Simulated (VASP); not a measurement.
# AsPt4 (Pm-3m) in VASP: single point with PBE

Aim: the single point of AsPt4 with PBE.

Program: VASP 6.6.1. These are calculated values, not measurements. Logs are shortened: lines on timing, memory, paths and dates and some standing lists are left out, and cuts for length are marked.

**1. The cell of the first run**

It takes space group Pm-3m (No. 221, cubic). The conventional cell has a = 4.605 Å, b = 4.605 Å, c = 4.605 Å, α = 90.00°, β = 90.00°, γ = 90.00°. Within 3.0 Å of As (site symmetry m-3m) lie 6 Pt at 2.30 Å. Within 3.0 Å of Pt (site symmetry 4/mmm) lie 2 As at 2.30 Å. Within 4.3 Å of Pt (site symmetry m-3m) lie 12 Pt at 3.26 Å and 8 As at 3.99 Å.

**2. Single point, PBE**

INCAR

```
PREC = Accurate ; ENCUT = 520
EDIFF = 1E-6 ; ISMEAR = 0
SIGMA = 0.1 ; LREAL = False
LASPH = True ; NELM = 100
ALGO = Fast ; ISIF = 2
LWAVE = False ; LCHARG = False
GGA = PE ; NBANDS = 30
```

KPOINTS

```
Automatic mesh
0
Gamma
  8 8 8
```

POSCAR

```
AsPt4
1.0
    4.6051907697      0.0000000000      0.0000000000
    0.0000000000      4.6051907697      0.0000000000
    0.0000000000      0.0000000000      4.6051907697
As Pt
1 4
Direct
    0.0000000000      0.0000000000      0.0000000000
    0.5000000000      0.0000000000      0.0000000000
    0.0000000000      0.5000000000      0.0000000000
    0.0000000000      0.0000000000      0.5000000000
    0.5000000000      0.5000000000      0.5000000000
```

Potentials or basis: VASP PAW PBE potentials, release 64 (As, Pt).

Command:

```bash
$ cat potpaw_PBE.64/As/POTCAR potpaw_PBE.64/Pt/POTCAR > POTCAR
$ mpirun -np 1 vasp_std > vasp.out
```

OUTCAR:

```text
PREC = Accurate
   ENCUT = 520
   EDIFF = 1E-6
   ISMEAR = 0
   LREAL = False
   LASPH = True
   NELM = 100
   ISIF = 2
   GGA = PE

 ion  position               nearest neighbor table
   1  0.000  0.000  0.000-   2 2.30   3 2.30   4 2.30   4 2.30   3 2.30   2 2.30
   2  0.500  0.000  0.000-   1 2.30   1 2.30   4 3.26   5 3.26   4 3.26   5 3.26   3 3.26   5 3.26
                             5 3.26   3 3.26   3 3.26   4 3.26   4 3.26   3 3.26
   3  0.000  0.500  0.000-   1 2.30   1 2.30   4 3.26   5 3.26   4 3.26   5 3.26   2 3.26   2 3.26
                             4 3.26   4 3.26   2 3.26   5 3.26   5 3.26   2 3.26
   4  0.000  0.000  0.500-   1 2.30   1 2.30   3 3.26   5 3.26   2 3.26   2 3.26   3 3.26   3 3.26
                             5 3.26   3 3.26   2 3.26   5 3.26   2 3.26   5 3.26
   5  0.500  0.500  0.500-   2 3.26   3 3.26   4 3.26   2 3.26   3 3.26   2 3.26   4 3.26   2 3.26
                             3 3.26   4 3.26   3 3.26   4 3.26

  LATTYP: Found a simple cubic cell.
 ALAT       =     4.6051907697

  Lattice vectors:

 A1 = (   4.6051907697,   0.0000000000,   0.0000000000)
 A2 = (   0.0000000000,   4.6051907697,   0.0000000000)
 A3 = (   0.0000000000,   0.0000000000,   4.6051907697)

Analysis of symmetry for initial positions (statically):
=====================================================================
 Subroutine PRICEL returns:
 Original cell was already a primitive cell.

 Routine SETGRP: Setting up the symmetry group for a
 simple cubic supercell.

 Subroutine GETGRP returns: Found 48 space group operations
 (whereof 48 operations were pure point group operations)
 out of a pool of 48 trial point group operations.

The static configuration has the point symmetry O_h .

Analysis of symmetry for dynamics (positions and initial velocities):
=====================================================================
 Subroutine PRICEL returns:
 Original cell was already a primitive cell.

 Routine SETGRP: Setting up the symmetry group for a
 simple cubic supercell.

 Subroutine GETGRP returns: Found 48 space group operations
 (whereof 48 operations were pure point group operations)
 out of a pool of 48 trial point group operations.

The dynamic configuration has the point symmetry O_h .

 Subroutine INISYM returns: Found 48 space group operations
 (whereof 48 operations are pure point group operations),
 and found     1 'primitive' translations

[... 96 lines left out ...]
   LSORBIT =      F    spin-orbit coupling
   LASPH  =      T    aspherical Exc in radial PAW
   ENCUT  =  520.0 eV  38.22 Ry    6.18 a.u.   8.56  8.56  8.56*2*pi/ulx,y,z
   NELM   =    100;   NELMIN=  2; NELMDL= -5     # of ELM steps
   EDIFF  = 0.1E-05   stopping-criterion for ELM
   LREAL  =      F    real-space projection
   EDIFFG = 0.1E-04   stopping-criterion for IOM
   NSW    =      0    number of steps for IOM
   IBRION =     -1    ionic relax: 0-MD 1-quasi-New 2-CG
   NFREE  =      0    steps in history (QN), initial steepest desc. (CG)
   ISIF   =      2    stress and relaxation
   ISYM   =      2    0-nonsym 1-usesym 2-fastsym
   POTIM  = 0.5000    time-step for ionic-motion
   TEBEG  =    0.0;   TEEND  =   0.0 temperature during run
   PSTRESS=    0.0 pullay stress
   NELECT =      45.0000    total number of electrons
   NUPDOWN=      -1.0000    fix difference up-down
   EMIN   =  10.00;   EMAX   =-10.00  energy-range for DOS
   EFERMI =   0.00;   METHOD = LEGACY
   ISMEAR =     0;   SIGMA  =   0.10  broadening in eV -4-tet -1-fermi 0-gaus
   EFERMI_NEDOS =   21; number of points for ismear=-14 and -15
   IALGO  =     68    algorithm
   IMIX   =      4    mixing-type and parameters
     AMIX     =   0.40;   BMIX     =  1.00
     AMIX_MAG =   1.60;   BMIX_MAG =  1.00
  volume/ion in A,a.u.               =      19.53       131.82
  Fermi-wavevector in a.u.,A,eV,Ry     =   1.264439  2.389444 21.753092  1.598807
  Thomas-Fermi vector in A             =   2.397745
   LORBIT       =      0    0 simple, 1 ext, 2 COOP (PROOUT), +10 PAW based schemes
   GGA     = PE    functional components
   LHFCALC =     F    Hartree Fock is set to
   AEXX    =    0.0000 exact exchange contribution
   IVDW    =     0    specifies the selected vdW correction
   LEPSILON=     F    determine dielectric tensor
   LRPA    =     F    only Hartree local field effects (RPA)
 non-spin polarized calculation
 RMM-DIIS sequential band-by-band and
 Gauss-broadening in eV      SIGMA  =   0.10
  energy-cutoff  :      520.00
  volume of cell :       97.67
 maximum number of plane-waves:      2666
 NGX is ok and might be reduce to    36
   NGX = 17   NGY = 17   NGZ = 17

 number of electron      44.9999987 magnetization

 Free energy of the ion-electron system (eV)
  ---------------------------------------------------
  ext. energy  EPLUGINS =         0.00000000
  ---------------------------------------------------
  free energy    TOTEN  =       -25.33238530 eV

  energy without entropy =      -25.29490094  energy(sigma->0) =      -25.31364312

 E-fermi :   6.5602     XC(G=0): -11.4959

 val. band max:        6.5571629864   @ k =   0.1250   0.1250   0.0000
 cond. band min:       6.5704674981   @ k =   0.3750   0.2500   0.1250
 fundamental gap:      0.0133045118
 Fermi energy:         6.5602222828

 k-point     1 :       0.0000    0.0000    0.0000
  band No.  band energies     occupation
      1      -7.5917      2.00000
      2       1.0921      2.00000
      3       2.2493      2.00000
      4       2.2493      2.00000
      5       2.2493      2.00000
      6       2.9685      2.00000
[... 781 lines left out ...]
     29      13.1246      0.00000
     30      14.4389      0.00000

 [... further k-points ...]
[... 5 lines left out ...]
  --------------------------------------------------------------------------------------
  -------------------------------------------------------------------------------------
  Total        0.1873877      0.1873877      0.1873877      0.0000000     -0.0000000      0.0000000
  in kB        3.0740350      3.0740350      3.0740350      0.0000000     -0.0000000      0.0000000
  external PRESSURE =       3.0740350 kB  Pullay stress =       0.0000000 kB

 VOLUME and BASIS-vectors are now :
 -----------------------------------------------------------------------------
  energy-cutoff  :      520.00
  volume of cell :       97.67
      direct lattice vectors                 reciprocal lattice vectors
     4.605190770  0.000000000  0.000000000     0.217146270  0.000000000  0.000000000
     0.000000000  4.605190770  0.000000000     0.000000000  0.217146270  0.000000000
     0.000000000  0.000000000  4.605190770     0.000000000  0.000000000  0.217146270

 POSITION                                       TOTAL-FORCE (eV/Angst)
 -----------------------------------------------------------------------------------
      0.00000      0.00000      0.00000         0.000000      0.000000      0.000000
      2.30260      0.00000      0.00000         0.000000      0.000000      0.000000
      0.00000      2.30260      0.00000         0.000000      0.000000      0.000000
      0.00000      0.00000      2.30260         0.000000      0.000000      0.000000
      2.30260      2.30260      2.30260         0.000000      0.000000      0.000000
 -----------------------------------------------------------------------------------
    total drift:                                0.000000      0.000000     -0.000000

  FREE ENERGIE OF THE ION-ELECTRON SYSTEM (eV)
  ---------------------------------------------------
  free  energy   TOTEN  =       -25.3323853013 eV

  energy  without entropy=      -25.2949009411  energy(sigma->0) =      -25.31364312
```

Run time: 76 s. Hardware: 1 thread of Intel Xeon Platinum 8488C (Sapphire Rapids), shared host; peak memory 0.26 GiB.

What came out:

```yaml
Free_energy: -25.3324 eV
Pressure: 0.3 GPa
```

Caveat: spin-orbit coupling is left out, which moves the levels of the heavy elements.
